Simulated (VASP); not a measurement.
# Hf in VASP: settings compared, part 2 of 2

VASP 6.6.1. Earlier steps stand in the parts before.

### Step 5. Single point, B3LYP5

This run uses another cell than the first one, of 21.49 Å³/atom.

Contents of POSCAR:

```
Hf
1.0
    3.1534960552      0.0000000000      0.0000000000
   -1.5767480276      2.7310076946      0.0000000000
    0.0000000000      0.0000000000      4.9894429718
Hf
2
Direct
    0.6666666667      0.3333333333      0.7500000000
    0.3333333333      0.6666666667      0.2500000000
```

Contents of INCAR.step1:

```
SYSTEM = Hf
ALGO = Normal
EDIFF = 1E-5
ENCUT = 520
GGA = PE
ISIF = 2
ISMEAR = -1
LASPH = .TRUE.
LREAL = .FALSE.
LWAVE = .TRUE.
NBANDS = 17
NELM = 100
PREC = Accurate
SIGMA = 0.05
```

Contents of INCAR.step2:

```
SYSTEM = Hf
AEXX = 0.2
AGGAC = 0.81
AGGAX = 0.72
ALDAC = 0.19
ALGO = Normal
EDIFF = 1E-6
ENCUT = 520
GGA = B5
ISIF = 2
ISMEAR = -1
ISTART = 1
LASPH = .TRUE.
LCHARG = .TRUE.
LELF = .TRUE.
LHFCALC = .TRUE.
LREAL = .FALSE.
LVHAR = .TRUE.
LWAVE = .FALSE.
NBANDS = 17
NELM = 100
PREC = Accurate
PRECFOCK = Normal
SIGMA = 0.05
```

Contents of KPOINTS:

```
k-points
0
G
  5 5 3
  0 0 0
```

Potentials or basis: VASP PAW PBE potentials, release 64 (Hf_pv).

On the command line:

```
> cat potpaw_PBE.64/Hf_pv/POTCAR > POTCAR
> cp INCAR.step1 INCAR
> mpirun -np 1 vasp_std > vasp.out
> cp INCAR.step2 INCAR
> mpirun -np 1 vasp_std > vasp.out
```

OUTCAR:

```text
SYSTEM = Hf
   AEXX = 0.2
   EDIFF = 1E-6
   ENCUT = 520
   GGA = B5
   ISIF = 2
   ISMEAR = -1
   ISTART = 1
   LASPH = .TRUE.
   LHFCALC = .TRUE.
   LREAL = .FALSE.
   NELM = 100
   PREC = Accurate
   PRECFOCK = Normal

 ion  position               nearest neighbor table
   1  0.667  0.333  0.750-   2 3.09   2 3.09   2 3.09   2 3.09   2 3.09   2 3.09
   2  0.333  0.667  0.250-   1 3.09   1 3.09   1 3.09   1 3.09   1 3.09   1 3.09

  LATTYP: Found a hexagonal cell.
 ALAT       =     3.1534960552
 C/A-ratio  =     1.5821941377

  Lattice vectors:

 A1 = (   3.1534960552,   0.0000000000,   0.0000000000)
 A2 = (  -1.5767480276,   2.7310076946,   0.0000000000)
 A3 = (   0.0000000000,   0.0000000000,   4.9894429718)

Analysis of symmetry for initial positions (statically):
=====================================================================
 Subroutine PRICEL returns:
 Original cell was already a primitive cell.

 Routine SETGRP: Setting up the symmetry group for a
 hexagonal supercell.
[... 157 lines left out ...]
  ---------------------------------------------------
  free energy    TOTEN  =       -21.19960262 eV

  energy without entropy =      -21.18827635  energy(sigma->0) =      -21.19393949

 E-fermi :   5.5174     XC(G=0):  -9.0437

 val. band max:        5.5172137499   @ k =   0.4000   0.2000   0.3333
 cond. band min:       5.8039961729   @ k =   0.0000   0.0000   0.3333
 fundamental gap:      0.2867824230
 Fermi energy:         5.5173998847

 k-point     1 :       0.0000    0.0000    0.0000
  band No.  band energies     occupation
      1     -27.7546      2.00000
      2     -26.7728      2.00000
      3     -26.7728      2.00000
      4     -26.6560      2.00000
      5     -26.6160      2.00000
      6     -26.6160      2.00000
[... 177 lines left out ...]
      4     -27.0072      2.00000
      5     -26.8945      2.00000
      6     -26.8101      2.00000
[... 9 lines left out ...]
     16      12.4787      0.00000
     17      13.9638      0.00000

------------------------ aborting loop because EDIFF is reached ----------------------------------------

  FORCE on cell =-STRESS in cart. coord.  units (eV):
  Direction    XX          YY          ZZ          XY          YZ          ZX
  --------------------------------------------------------------------------------------
  -------------------------------------------------------------------------------------
  Total        2.1523647      2.1523647      0.6706547     -0.0000000      0.0000000     -0.0000000
  in kB       80.2526108     80.2526108     25.0058865     -0.0000000      0.0000000     -0.0000000
  external PRESSURE =      61.8370360 kB  Pullay stress =       0.0000000 kB

 VOLUME and BASIS-vectors are now :
 -----------------------------------------------------------------------------
  energy-cutoff  :      520.00
  volume of cell :       42.97
      direct lattice vectors                 reciprocal lattice vectors
     3.153496055  0.000000000  0.000000000     0.317108372  0.183082604  0.000000000
    -1.576748028  2.731007695  0.000000000     0.000000000  0.366165208  0.000000000
     0.000000000  0.000000000  4.989442972     0.000000000  0.000000000  0.200423175

 POSITION                                       TOTAL-FORCE (eV/Angst)
 -----------------------------------------------------------------------------------
      1.57675      0.91034      3.74208         0.000000      0.000000      0.000000
     -0.00000      1.82067      1.24736        -0.000000     -0.000000     -0.000000
 -----------------------------------------------------------------------------------
    total drift:                               -0.000000      0.000000      0.000000

  FREE ENERGIE OF THE ION-ELECTRON SYSTEM (eV)
  ---------------------------------------------------
  free  energy   TOTEN  =       -21.1996026242 eV

  energy  without entropy=      -21.1882763490  energy(sigma->0) =      -21.19393949
```

It took 16 min on 1 thread of Intel Xeon Platinum 8259CL at 2.50GHz (Skylake/Cascade Lake), shared host; peak memory 0.17 GiB.

Results:

| Property | Result |
| --- | --- |
| Free energy | -21.1996 eV |
| Pressure | 6.2 GPa |
| Band gap on the k mesh | zero (bands 10 and 11 overlap by 1.72 eV) |

Caveat: the k points lie up to 0.46 Å⁻¹ apart, too coarse for converged energies and pressures of a metal; the PAW data sets were made with another functional, which shifts forces and pressure a little; spin-orbit coupling is left out, which moves the levels of the heavy elements.

### Step 6. Overview

| level | cell | k mesh | cutoff (eV) | grid for exact exchange (PRECFOCK) | share of exact exchange | gap on the mesh (eV) | pressure (GPa) |
| --- | --- | --- | --- | --- | --- | --- | --- |
| PBEsol | a = 3.325, b = 3.325, c = 5.058 Å, angles 90.0, 90.0, 120.0°, 2 atoms | 10 × 10 × 5 | 500 | - | - | none | -10.9 |
| PBE | a = 3.197, b = 3.252, c = 5.058 Å, angles 90.0, 90.0, 121.7°, 2 atoms | 10 × 10 × 5 | 520 | - | - | none | 0.3 |
| B3LYP5 | a = 3.131, b = 3.131, c = 4.955 Å, angles 90.0, 90.0, 120.0°, 2 atoms | 5 × 5 × 3 | 520 | Normal | 0.2 | none | 9.1 |
| B3LYP5 | a = 3.153, b = 3.153, c = 4.989 Å, angles 90.0, 90.0, 120.0°, 2 atoms | 5 × 5 × 3 | 520 | Normal | 0.2 | none | 6.2 |

Alike in all rows: task single point; potentials or basis VASP PAW PBE potentials, release 64 (Hf_pv); no spin polarisation; smearing fermi-dirac 0.05 eV.

Caveats: some runs use coarse meshes; spin-orbit coupling is left out, which moves the levels of the heavy elements; the PAW data sets were made with another functional, which shifts forces and pressure a little (at least some runs); the cell stands under tension (at least some runs).

Total energies depend on the potentials used, so only differences within one code and one set of settings carry meaning.

The gap in the log of VASP goes by the Fermi energy; the results here count the filled bands.